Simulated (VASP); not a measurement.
Set up this calculation in VASP 6.6.1, as the native input.

| Property | Result |
| --- | --- |
| Task | single point |
| Functional | LDA |
| Potentials or basis | VASP PAW LDA potentials, release 64 (Zr_sv, In_d) |
| Cutoff | 520 eV |
| k mesh | 7 × 7 × 5 |
| Occupations | gaussian, width 0.01 eV |
| Spin | no spin polarisation |
| Dipole correction | no |
| Further INCAR settings | ALGO = Normal; EDIFF = 1e-06; NBANDS = 20 |

The structure of ZrIn lies in POSCAR:

```
ZrIn
1.0
    3.0837440281      0.0000000000      0.0000000000
    0.0000000000      3.0837440281      0.0000000000
    0.0000000000      0.0000000000      4.3734650308
Zr In
1 1
Direct
    0.0000000000      0.0000000000      0.0000000000
    0.5000000000      0.5000000000      0.5000000000
```

These files were run (other wordings do the same):

INCAR

```
SYSTEM = ZrIn
PREC     = Accurate       ! precision mode
ENCUT    = 520            ! plane-wave cutoff, eV
EDIFF    = 1E-6           ! SCF threshold, eV
ISMEAR   = 0              ! smearing method
SIGMA    = 0.01           ! smearing width, eV
LREAL    = .False.        ! projectors in reciprocal space
LASPH    = .True.         ! aspherical terms in the spheres
NELM     = 60             ! most SCF steps
ALGO     = Normal         ! electronic algorithm
ISIF     = 2              ! what is computed and relaxed
LWAVE    = .False.        ! write WAVECAR
LCHARG   = .False.        ! write CHGCAR
NBANDS   = 20             ! bands
```

KPOINTS

```
Automatic mesh
0
Gamma
  7 7 5
  0 0 0
```

Potentials or basis: VASP PAW LDA potentials, release 64 (Zr_sv, In_d).

Launch:

```sh
$ cat potpaw_LDA.64/Zr_sv/POTCAR potpaw_LDA.64/In_d/POTCAR > POTCAR
$ mpirun -np 1 vasp_std > vasp.out
```

Results of the run:

The pressure is -0.5 GPa.

Wall time 35 s on 1 thread of Intel Xeon 8259CL, with other jobs on the host, peak memory 0.15 GiB.
